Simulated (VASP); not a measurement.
B2Sb3Os: relaxation of cell and atoms with PBE

Crystal: B2Sb3Os.

```
B Sb Os
1.0
     4.04340    0.00000    0.00000
     0.00000    4.04340    0.00000
     0.00000    0.00000    7.55336
B Sb Os
2 3 1
Direct
  0.00000 0.50000 0.85204
  0.50000 0.00000 0.14796
  0.50000 0.50000 0.00000
  0.00000 0.50000 0.55295
  0.50000 0.00000 0.44705
  0.00000 0.00000 0.00000
```

The cell was generated, and may not be a known phase.

| Item | Value |
| --- | --- |
| Program | VASP 6.6.1 |
| Task | relaxation of cell and atoms |
| Functional | PBE |
| Potentials or basis | VASP PAW PBE potentials, release 64 (B, Sb, Os) |
| Cutoff | 600 eV |
| k mesh | 10 × 10 × 6 |
| Occupations | gaussian, width 0.1 eV |
| Spin | no spin polarisation |
| Dipole correction | no |
| Further INCAR settings | ALGO = Fast; EDIFF = 1e-06; IBRION = 2; EDIFFG = -0.01; NSW = 100; ISIF = 3 |

```json
{
  "Relaxed volume": "20.64 Å³/atom",
  "Relaxed cell": "a = 4.052 Å, b = 4.052 Å, c = 7.543 Å, α = 90.00°, β = 90.00°, γ = 90.00°",
  "Space group after relaxing (to 0.1 Å)": "P-4m2 (No. 115)",
  "Energy gained by relaxing": "0.2 meV/atom",
  "Ionic steps": "7",
  "Pressure after relaxing": "0.0 GPa",
  "Largest force after relaxing": "0.008 eV/Å",
  "Band gap on the k mesh": "zero (an odd number of electrons rules out a gap without spin polarisation)"
}
```

Forces in eV/Å, atoms in the order of the input:
```
B    0.000  0.000  0.008
B    0.000  0.000 -0.008
Sb   0.000  0.000  0.000
Sb   0.000  0.000 -0.005
Sb   0.000  0.000  0.005
Os   0.000  0.000  0.000
```

Step by step:
```
step  energy change (eV)  largest force (eV/Å)  pressure (GPa)  volume (Å³)
   1              0.0000                0.0931            0.17       123.49
   2             -0.0007                0.0351           -0.09       123.88
   3             -0.0007                0.0309           -0.09       123.91
   4             -0.0010                0.0168           -0.01       123.81
   5             -0.0011                0.0125            0.03       123.77
   6             -0.0011                0.0109            0.04       123.76
   7             -0.0011                0.0081           -0.02       123.84
```

Final structure:
```yaml
crystal:
  lattice:
    - [4.05194, 0.00000, 0.00000]
    - [0.00000, 4.05194, 0.00000]
    - [0.00000, 0.00000, 7.54287]
  atoms:
    - { symbol: B, position: [0.00000, 0.50000, 0.85327] }
    - { symbol: B, position: [0.50000, 0.00000, 0.14673] }
    - { symbol: Sb, position: [0.50000, 0.50000, 0.00000] }
    - { symbol: Sb, position: [0.00000, 0.50000, 0.55302] }
    - { symbol: Sb, position: [0.50000, 0.00000, 0.44698] }
    - { symbol: Os, position: [0.00000, 0.00000, 0.00000] }
```

Levels at points of the mesh, in eV from the Fermi level:
```tsv
k point	band 11	band 12	band 13	band 14	band 15	band 16	band 17	band 18
(0.00, 0.00, 0.00)	-2.34	-2.34	-2.10	-0.77	-0.67	-0.32	2.72	2.72
(0.50, 0.00, 0.00)	-1.45	-0.39	-0.25	-0.13	0.23	1.18	1.23	1.34
(0.50, 0.50, 0.00)	-3.77	-2.99	-1.36	-1.36	-1.05	-0.05	0.08	3.57
(0.00, 0.00, 0.50)	-2.13	-2.13	-2.10	-0.81	-0.62	-0.33	2.37	2.84
(0.50, 0.00, 0.50)	-1.03	-0.46	-0.21	-0.12	0.02	0.30	1.39	1.91
(0.50, 0.50, 0.50)	-3.18	-2.77	-1.99	-1.99	-1.31	-0.21	1.25	1.79
```

Run time: 23 min on 1 thread of Oxide Virtual Turin-like Processor, with other jobs on the host, peak memory 0.42 GiB.

Caveat: spin-orbit coupling is left out, which moves the levels of the heavy elements; an odd number of electrons without spin polarisation forces a metal; a magnetic or distorted state may lie lower.
